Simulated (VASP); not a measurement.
# Co (Fm-3m) in VASP: a series of runs

The runs below take Co through single point, with PBE.

Everything below comes from runs of VASP 6.6.1. Logs are shortened: lines on timing, memory, paths and dates and some standing lists are left out, and cuts for length are marked.

## Step 1: The cell of the first run

The structure is cubic, space group Fm-3m (No. 225). The conventional cell has a = 3.521 Å, b = 3.521 Å, c = 3.521 Å, α = 90.00°, β = 90.00°, γ = 90.00°. Within 3.3 Å of Co (site symmetry m-3m) lie 12 Co at 2.49 Å.

## Step 2: Single point, PBE, collinear spin, ferromagnetic start

INCAR

```
PREC     = Accurate       # precision mode
ENCUT    = 520            # plane-wave cutoff, eV
EDIFF    = 1E-7           # SCF threshold, eV
ISMEAR   = 0              # smearing method
SIGMA    = 0.05           # smearing width, eV
LREAL    = False          # projectors in reciprocal space
LASPH    = True           # aspherical terms in the spheres
NELM     = 150            # most SCF steps
ALGO     = Fast           # electronic algorithm
ISIF     = 2              # what is computed and relaxed
LWAVE    = False          # write WAVECAR
LCHARG   = False          # write CHGCAR
ISPIN    = 2              # spin polarisation
MAGMOM   = 1.98           # initial moments
LORBIT   = 11             # projections on sites
LMAXMIX  = 4              # l up to which the mixer works
GGA      = PE             # functional
NBANDS   = 14             # bands
```

KPOINTS

```
Automatic mesh
0
Gamma
  10 10 10
```

POSCAR

```
Co
1.0
    0.0000000000      1.7605739212      1.7605739212
    1.7605739212      0.0000000000      1.7605739212
    1.7605739212      1.7605739212      0.0000000000
Co
1
Direct
    0.0000000000      0.0000000000      0.0000000000
```

Potentials or basis: VASP PAW PBE potentials, release 64 (Co).

Run with:

```console
> cat potpaw_PBE.64/Co/POTCAR > POTCAR
> mpirun -np 1 vasp_std > vasp.out
```

OUTCAR:

```text
PREC = Accurate
   ENCUT = 520
   EDIFF = 1E-7
   ISMEAR = 0
   LREAL = False
   LASPH = True
   NELM = 150
   ISIF = 2
   ISPIN = 2
   LORBIT = 11
   GGA = PE

 ion  position               nearest neighbor table
   1  0.000  0.000  0.000-

  LATTYP: Found a face centered cubic cell.
 ALAT       =     3.5211478424

  Lattice vectors:

 A1 = (   0.0000000000,   1.7605739212,   1.7605739212)
 A2 = (   1.7605739212,   0.0000000000,   1.7605739212)
 A3 = (   1.7605739212,   1.7605739212,   0.0000000000)

Analysis of symmetry for initial positions (statically):
=====================================================================
 Subroutine PRICEL returns:
 Original cell was already a primitive cell.

 Routine SETGRP: Setting up the symmetry group for a
 face centered cubic supercell.

 Subroutine GETGRP returns: Found 48 space group operations
[... 9 lines left out ...]

 Routine SETGRP: Setting up the symmetry group for a
 face centered cubic supercell.

 Subroutine GETGRP returns: Found 48 space group operations
 (whereof 48 operations were pure point group operations)
 out of a pool of 48 trial point group operations.

The dynamic configuration has the point symmetry O_h .

Analysis of structural, dynamic, and magnetic symmetry:
=====================================================================
 Subroutine PRICEL returns:
 Original cell was already a primitive cell.

 Routine SETGRP: Setting up the symmetry group for a
 face centered cubic supercell.

 Subroutine GETGRP returns: Found 48 space group operations
 (whereof 48 operations were pure point group operations)
 out of a pool of 48 trial point group operations.

The overall configuration has the point symmetry O_h .

 Subroutine INISYM returns: Found 48 space group operations
[... 5 lines left out ...]
                                     Primitive cell

  volume of cell :      10.9142

  direct lattice vectors                    reciprocal lattice vectors
     0.000000000  1.760573921  1.760573921    -0.283998300  0.283998300  0.283998300
     1.760573921  0.000000000  1.760573921     0.283998300 -0.283998300  0.283998300
     1.760573921  1.760573921  0.000000000     0.283998300  0.283998300 -0.283998300

  length of vectors
     2.489827517  2.489827517  2.489827517     0.491899484  0.491899484  0.491899484

  position of ions in fractional coordinates (direct lattice)
     0.000000000  0.000000000  0.000000000

  ion indices of the primitive-cell ions
   primitive index   ion index
                 1           1

----------------------------------------------------------------------------------------

 KPOINTS: Automatic mesh

Automatic generation of k-mesh.
 Grid dimensions read from file:
 generate k-points for:   10   10   10

 Generating k-lattice:

[... 103 lines left out ...]
  ---------------------------------------------------
  ext. energy  EPLUGINS =         0.00000000
  ---------------------------------------------------
  free energy    TOTEN  =        -7.02428498 eV

  energy without entropy =       -7.02255119  energy(sigma->0) =       -7.02341809

 E-fermi :  10.2588     XC(G=0): -13.3707

 val. band max:       10.2581412014   @ k =   0.4000   0.3000   0.0000
 cond. band min:      10.2923808829   @ k =  -0.2000   0.1000   0.0000
 fundamental gap:      0.0342396815
 Fermi energy:        10.2588314259

 spin component 1

 k-point     1 :       0.0000    0.0000    0.0000
  band No.  band energies     occupation
      1       1.2778      1.00000
      2       7.5209      1.00000
      3       7.5209      1.00000
      4       7.5209      1.00000
      5       8.5431      1.00000
      6       8.5431      1.00000
      7      33.2521      0.00000
      8      37.5471      0.00000
      9      37.5471      0.00000
     10      37.5471      0.00000
     11      40.7195      0.00000
     12      40.7195      0.00000
     13      40.7196      0.00000
     14      43.3507      0.00000
[... 379 lines left out ...]
      3       8.3274      1.00000
      4       8.8030      1.00000
      5       9.3719      1.00000
      6      10.2581      0.50779
      7      24.3030      0.00000
      8      25.4365      0.00000
      9      27.2138      0.00000
     10      31.5150      0.00000
     11      36.1721      0.00000
     12      46.6986      0.00000
     13      49.9025      0.00000
     14      50.6078      0.00000

 [... further k-points ...]

 spin component 2

 k-point     1 :       0.0000    0.0000    0.0000
  band No.  band energies     occupation
      1       1.3161      1.00000
      2       9.1587      1.00000
      3       9.1587      1.00000
      4       9.1587      1.00000
      5      10.6079      0.00000
      6      10.6079      0.00000
      7      32.9471      0.00000
      8      37.7293      0.00000
      9      37.7293      0.00000
     10      37.7293      0.00000
     11      41.0529      0.00000
     12      41.0529      0.00000
     13      41.0529      0.00000
     14      42.9549      0.00000
[... 379 lines left out ...]
      3       9.6398      1.00000
      4      10.6941      0.00000
      5      11.3997      0.00000
      6      11.6192      0.00000
      7      24.6966      0.00000
      8      25.9114      0.00000
      9      27.5062      0.00000
     10      31.8396      0.00000
     11      36.6288      0.00000
     12      50.0379      0.00000
     13      50.0977      0.00000
     14      51.0246      0.00000

 [... further k-points ...]

------------------------ aborting loop because EDIFF is reached ----------------------------------------

  FORCE on cell =-STRESS in cart. coord.  units (eV):
  Direction    XX          YY          ZZ          XY          YZ          ZX
  --------------------------------------------------------------------------------------
  -------------------------------------------------------------------------------------
  Total        0.0153950      0.0153950      0.0153950      0.0000000     -0.0000000      0.0000000
  in kB        2.2599415      2.2599415      2.2599415      0.0000000     -0.0000000      0.0000000
  external PRESSURE =       2.2599415 kB  Pullay stress =       0.0000000 kB

 VOLUME and BASIS-vectors are now :
 -----------------------------------------------------------------------------
  energy-cutoff  :      520.00
  volume of cell :       10.91
      direct lattice vectors                 reciprocal lattice vectors
     0.000000000  1.760573921  1.760573921    -0.283998300  0.283998300  0.283998300
     1.760573921  0.000000000  1.760573921     0.283998300 -0.283998300  0.283998300
     1.760573921  1.760573921  0.000000000     0.283998300  0.283998300 -0.283998300

 POSITION                                       TOTAL-FORCE (eV/Angst)
 -----------------------------------------------------------------------------------
      0.00000      0.00000      0.00000         0.000000     -0.000000      0.000000
 -----------------------------------------------------------------------------------
    total drift:                               -0.000000     -0.000000     -0.000000

  FREE ENERGIE OF THE ION-ELECTRON SYSTEM (eV)
  ---------------------------------------------------
  free  energy   TOTEN  =        -7.0242849801 eV

  energy  without entropy=       -7.0225511922  energy(sigma->0) =       -7.02341809

 total charge

# of ion       s       p       d       tot
------------------------------------------
    1        0.490   0.521   7.248   8.259

 magnetization (x)

# of ion       s       p       d       tot
------------------------------------------
    1       -0.010  -0.045   1.781   1.726
```

OSZICAR:

```text
N       E                     dE             d eps       ncg     rms          rms(c)
DAV:   1     0.270635300780E+02    0.27064E+02   -0.37155E+03  2720   0.759E+02
DAV:   2    -0.685799117378E+01   -0.33922E+02   -0.31542E+02  2896   0.147E+02
DAV:   3    -0.803675614921E+01   -0.11788E+01   -0.11525E+01  3274   0.281E+01
DAV:   4    -0.804503761355E+01   -0.82815E-02   -0.82790E-02  3314   0.217E+00
DAV:   5    -0.804514971466E+01   -0.11210E-03   -0.11210E-03  3396   0.228E-01    0.105E+01
RMM:   6    -0.723393980770E+01    0.81121E+00   -0.18315E+00  3460   0.145E+01    0.532E+00
RMM:   7    -0.704754904314E+01    0.18639E+00   -0.14738E-01  3443   0.410E+00    0.299E+00
RMM:   8    -0.703192748569E+01    0.15622E-01   -0.58588E-03  3689   0.504E-01    0.132E+00
RMM:   9    -0.702444300034E+01    0.74845E-02   -0.18415E-03  3678   0.266E-01    0.320E-01
RMM:  10    -0.702422072469E+01    0.22228E-03   -0.46223E-04  3536   0.215E-01    0.104E-01
RMM:  11    -0.702427855781E+01   -0.57833E-04   -0.12048E-04  3808   0.702E-02    0.608E-02
RMM:  12    -0.702428326833E+01   -0.47105E-05   -0.17391E-05  4049   0.271E-02    0.348E-02
RMM:  13    -0.702428425064E+01   -0.98231E-06   -0.33015E-06  3754   0.119E-02    0.973E-03
RMM:  14    -0.702428503701E+01   -0.78637E-06   -0.81031E-07  3755   0.643E-03    0.120E-03
RMM:  15    -0.702428498014E+01    0.56872E-07   -0.18200E-07  3100   0.237E-03
   1 F= -.70242850E+01 E0= -.70234181E+01  d E =-.173379E-02  mag=     1.7103
```

stdout:

```text
POSCAR found type information on POSCAR Co
 POSCAR found :  1 types and       1 ions
 scaLAPACK will be used
 LDA part: xc-table for (Slater+PW92), standard interpolation
 POSCAR, INCAR and KPOINTS ok, starting setup
 FFT: planning ... GRIDC
 FFT: planning ... GRID_SOFT
 FFT: planning ... GRID
 WAVECAR not read
 entering main loop
WARNING in EDDRMM: call to ZHEGV failed, returncode =   6  3     11
WARNING in EDDRMM: call to ZHEGV failed, returncode =   8  4     11
```

It took 41 s on 1 thread of Intel Xeon 8259CL, shared host; peak memory 0.11 GiB.

What came out:

```
Free energy                                           : -7.0243 eV
Pressure                                              : 0.2 GPa
Net moment                                            : 1.71 μB per cell
Site moments                                          : Co +1.73 μB
Valence electrons inside the program's atomic spheres : Co 8.26
```

Levels at points of the mesh, in eV from the Fermi level:
Spin up:
| k point | band 3 | band 4 | band 5 | band 6 | band 7 | band 8 |
| --- | --- | --- | --- | --- | --- | --- |
| (0.00, 0.00, 0.00) | -2.74 | -2.74 | -1.72 | -1.72 | 22.99 | 27.29 |
| (0.50, 0.00, 0.00) | -2.87 | -0.82 | -0.82 | -0.29 | 6.06 | 21.56 |
| (0.50, 0.50, 0.00) | -0.94 | -0.56 | -0.56 | 2.51 | 9.50 | 14.83 |
Spin down:
```tsv
k point	band 1	band 2	band 3	band 4	band 5	band 6	band 7	band 8
(0.00, 0.00, 0.00)	-8.94	-1.10	-1.10	-1.10	0.35	0.35	22.69	27.47
(0.50, 0.00, 0.00)	-4.24	-1.11	-1.11	-0.31	1.16	1.16	7.11	21.27
(0.50, 0.50, 0.00)	-4.04	-3.34	1.22	1.33	1.33	2.54	10.45	15.02
```

## Step 3: Single point, PBE, collinear spin, ferromagnetic start

This run uses another cell than the first one, of 10.97 Å³/atom, 1.005 times its volume.

INCAR

```
PREC = Accurate ; ENCUT = 520
EDIFF = 1E-7 ; ISMEAR = 0
SIGMA = 0.05 ; LREAL = F
LASPH = T ; NELM = 150
ALGO = Normal ; ISIF = 2
LWAVE = F ; LCHARG = F
ISPIN = 2 ; MAGMOM = 1.97
LORBIT = 11 ; LMAXMIX = 4
GGA = PE ; NBANDS = 14
```

KPOINTS

```
regular mesh
0
Gamma
  10 10 10
```

POSCAR

```
Co
1.0
    0.0000000000      1.7636936630      1.7636936630
    1.7636936630      0.0000000000      1.7636936630
    1.7636936630      1.7636936630      0.0000000000
Co
1
Direct
    0.0000000000      0.0000000000      0.0000000000
```

Potentials or basis: VASP PAW PBE potentials, release 64 (Co).

Run with:

```console
> cat potpaw_PBE.64/Co/POTCAR > POTCAR
> mpirun -np 1 vasp_std > vasp.out
```

OUTCAR:

```text
PREC = Accurate
   ENCUT = 520
   EDIFF = 1E-7
   ISMEAR = 0
   LREAL = F
   LASPH = T
   NELM = 150
   ISIF = 2
   ISPIN = 2
   LORBIT = 11
   GGA = PE

 ion  position               nearest neighbor table
   1  0.000  0.000  0.000-

  LATTYP: Found a face centered cubic cell.
 ALAT       =     3.5273873260

  Lattice vectors:

 A1 = (   0.0000000000,   1.7636936630,   1.7636936630)
 A2 = (   1.7636936630,   0.0000000000,   1.7636936630)
 A3 = (   1.7636936630,   1.7636936630,   0.0000000000)

Analysis of symmetry for initial positions (statically):
=====================================================================
 Subroutine PRICEL returns:
 Original cell was already a primitive cell.

 Routine SETGRP: Setting up the symmetry group for a
 face centered cubic supercell.

 Subroutine GETGRP returns: Found 48 space group operations
[... 9 lines left out ...]

 Routine SETGRP: Setting up the symmetry group for a
 face centered cubic supercell.

 Subroutine GETGRP returns: Found 48 space group operations
 (whereof 48 operations were pure point group operations)
 out of a pool of 48 trial point group operations.

The dynamic configuration has the point symmetry O_h .

Analysis of structural, dynamic, and magnetic symmetry:
=====================================================================
 Subroutine PRICEL returns:
 Original cell was already a primitive cell.

 Routine SETGRP: Setting up the symmetry group for a
 face centered cubic supercell.

 Subroutine GETGRP returns: Found 48 space group operations
 (whereof 48 operations were pure point group operations)
 out of a pool of 48 trial point group operations.

The overall configuration has the point symmetry O_h .

 Subroutine INISYM returns: Found 48 space group operations
[... 5 lines left out ...]
                                     Primitive cell

  volume of cell :      10.9723

  direct lattice vectors                    reciprocal lattice vectors
     0.000000000  1.763693663  1.763693663    -0.283495944  0.283495944  0.283495944
     1.763693663  0.000000000  1.763693663     0.283495944 -0.283495944  0.283495944
[... 144 lines left out ...]
      3       7.4505      1.00000
      4       7.4505      1.00000
      5       8.4601      1.00000
      6       8.4601      1.00000
      7      33.1309      0.00000
      8      37.3853      0.00000
      9      37.3853      0.00000
     10      37.3853      0.00000
     11      40.5339      0.00000
     12      40.5339      0.00000
     13      40.5339      0.00000
     14      43.1187      0.00000
[... 379 lines left out ...]
      3       8.2510      1.00000
      4       8.7198      1.00000
      5       9.2839      1.00000
      6      10.1698      0.66737
      7      24.1722      0.00000
      8      25.2965      0.00000
      9      27.0728      0.00000
     10      31.3626      0.00000
     11      35.9841      0.00000
     12      46.6103      0.00000
     13      49.7089      0.00000
     14      50.4159      0.00000

 [... further k-points ...]

 spin component 2

 k-point     1 :       0.0000    0.0000    0.0000
  band No.  band energies     occupation
      1       1.2727      1.00000
      2       9.0932      1.00000
      3       9.0932      1.00000
      4       9.0932      1.00000
      5      10.5350      0.00000
      6      10.5350      0.00000
      7      32.8267      0.00000
      8      37.5710      0.00000
      9      37.5710      0.00000
     10      37.5710      0.00000
     11      40.8680      0.00000
     12      40.8680      0.00000
     13      40.8680      0.00000
     14      42.7827      0.00000
[... 379 lines left out ...]
      3       9.5704      1.00000
      4      10.6182      0.00000
      5      11.3195      0.00000
      6      11.5355      0.00000
      7      24.5665      0.00000
      8      25.7735      0.00000
      9      27.3665      0.00000
     10      31.6884      0.00000
     11      36.4404      0.00000
     12      49.8454      0.00000
     13      49.9605      0.00000
     14      50.8942      0.00000

 [... further k-points ...]

------------------------ aborting loop because EDIFF is reached ----------------------------------------

  FORCE on cell =-STRESS in cart. coord.  units (eV):
  Direction    XX          YY          ZZ          XY          YZ          ZX
  --------------------------------------------------------------------------------------
  -------------------------------------------------------------------------------------
  Total       -0.0535959     -0.0535959     -0.0535959     -0.0000000     -0.0000000      0.0000000
  in kB       -7.8260521     -7.8260521     -7.8260521     -0.0000000     -0.0000000      0.0000000
  external PRESSURE =      -7.8260521 kB  Pullay stress =       0.0000000 kB

 VOLUME and BASIS-vectors are now :
 -----------------------------------------------------------------------------
  energy-cutoff  :      520.00
  volume of cell :       10.97
      direct lattice vectors                 reciprocal lattice vectors
     0.000000000  1.763693663  1.763693663    -0.283495944  0.283495944  0.283495944
     1.763693663  0.000000000  1.763693663     0.283495944 -0.283495944  0.283495944
     1.763693663  1.763693663  0.000000000     0.283495944  0.283495944 -0.283495944

 POSITION                                       TOTAL-FORCE (eV/Angst)
 -----------------------------------------------------------------------------------
      0.00000      0.00000      0.00000        -0.000000     -0.000000     -0.000000
 -----------------------------------------------------------------------------------
    total drift:                               -0.000000     -0.000000     -0.000000

  FREE ENERGIE OF THE ION-ELECTRON SYSTEM (eV)
  ---------------------------------------------------
  free  energy   TOTEN  =        -7.0241849424 eV

  energy  without entropy=       -7.0224269890  energy(sigma->0) =       -7.02330597

 total charge

# of ion       s       p       d       tot
------------------------------------------
    1        0.488   0.517   7.243   8.249

 magnetization (x)

# of ion       s       p       d       tot
------------------------------------------
    1       -0.010  -0.044   1.788   1.734
```

OSZICAR:

```text
N       E                     dE             d eps       ncg     rms          rms(c)
DAV:   1     0.279154192727E+02    0.27915E+02   -0.37530E+03  2720   0.757E+02
DAV:   2    -0.682012872002E+01   -0.34736E+02   -0.32434E+02  2920   0.147E+02
DAV:   3    -0.803933037628E+01   -0.12192E+01   -0.12056E+01  3244   0.288E+01
DAV:   4    -0.804778204552E+01   -0.84517E-02   -0.84500E-02  3302   0.224E+00
DAV:   5    -0.804790049673E+01   -0.11845E-03   -0.11845E-03  3438   0.240E-01    0.105E+01
DAV:   6    -0.723871605274E+01    0.80918E+00   -0.12715E+01  3598   0.398E+01    0.488E+00
DAV:   7    -0.704117896164E+01    0.19754E+00   -0.14781E+00  3188   0.125E+01    0.267E+00
DAV:   8    -0.703176710052E+01    0.94119E-02   -0.11989E-02  3522   0.726E-01    0.133E+00
DAV:   9    -0.702422327810E+01    0.75438E-02   -0.87713E-03  3798   0.689E-01    0.330E-01
DAV:  10    -0.702416158660E+01    0.61691E-04   -0.11346E-03  3658   0.221E-01    0.646E-02
DAV:  11    -0.702417968453E+01   -0.18098E-04   -0.68780E-05  3310   0.844E-02    0.473E-02
DAV:  12    -0.702418360771E+01   -0.39232E-05   -0.32127E-06  3380   0.180E-02    0.213E-02
DAV:  13    -0.702418465834E+01   -0.10506E-05   -0.33206E-06  3510   0.106E-02    0.393E-03
DAV:  14    -0.702418499337E+01   -0.33503E-06   -0.15663E-07  2436   0.396E-03    0.528E-04
DAV:  15    -0.702418494243E+01    0.50944E-07   -0.13804E-08  1712   0.109E-03
   1 F= -.70241849E+01 E0= -.70233060E+01  d E =-.175795E-02  mag=     1.7180
```

Wall time 36 s (1 thread of Intel Xeon 8259CL, shared host); peak memory 0.11 GiB.

Results:

* Free energy: -7.0242 eV
* Pressure: -0.8 GPa
* Net moment: 1.72 μB per cell
* Site moments: Co +1.73 μB
* Valence electrons inside the program's atomic spheres: Co 8.25
